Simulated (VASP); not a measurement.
Here is a VASP 6.6.1 calculation.

File INCAR:

```
SYSTEM = NiO
ALGO     = Normal         ! electronic algorithm
EDIFF    = 1E-6           ! SCF threshold, eV
ENCUT    = 600            ! plane-wave cutoff, eV
GGA_COMPAT= .False.      
ISIF     = 2              ! what is computed and relaxed
ISMEAR   = 0              ! smearing method
ISPIN    = 2              ! spin polarisation
LASPH    = .True.         ! aspherical terms in the spheres
LCHARG   = .False.        ! write CHGCAR
LDAU     = .True.         ! DFT+U
LDAUJ    = 0 0          
LDAUL    = 2 -1           ! shell
LDAUPRINT= 1            
LDAUTYPE = 2            
LDAUU    = 6.2 0          ! U, eV
LMAXMIX  = 4              ! l up to which the mixer works
LORBIT   = 11             ! projections on sites
LREAL    = .False.        ! projectors in reciprocal space
LWAVE    = .False.        ! write WAVECAR
MAGMOM   = 1.86 0.26      ! initial moments
NBANDS   = 19             ! bands
NELM     = 200            ! most SCF steps
PREC     = Accurate       ! precision mode
SIGMA    = 0.05           ! smearing width, eV
```

Contents of KPOINTS:

```
k-points
0
Gamma
  10 10 10
  0 0 0
```

File POSCAR:

```
NiO
1.0
    0.0000000000      2.0986655543      2.0986655543
    2.0986655543      0.0000000000      2.0986655543
    2.0986655543      2.0986655543      0.0000000000
Ni O
1 1
Direct
    0.0000000000      0.0000000000      0.0000000000
    0.5000000000      0.5000000000      0.5000000000
```

Potentials or basis: VASP PAW LDA potentials, release 64 (Ni, O).

Launch:

```bash
$ cat potpaw_LDA.64/Ni/POTCAR potpaw_LDA.64/O/POTCAR > POTCAR
$ mpirun -np 1 vasp_std > vasp.out
```

(1) Estimate the net moment.

(2) Predict the pressure.

(3) What does it give for the site moments?

(4) Predict the band gap on the k mesh.

## Answers

(1) 2.00 μB per cell.

(2) -19.0 GPa.

(3) Ni +1.78; O +0.20 μB.

(4) 1.82 eV, indirect (least direct gap 2.50 eV).

Caveat: a cell with one magnetic atom can't hold antiferromagnetic order, which such compounds often take.
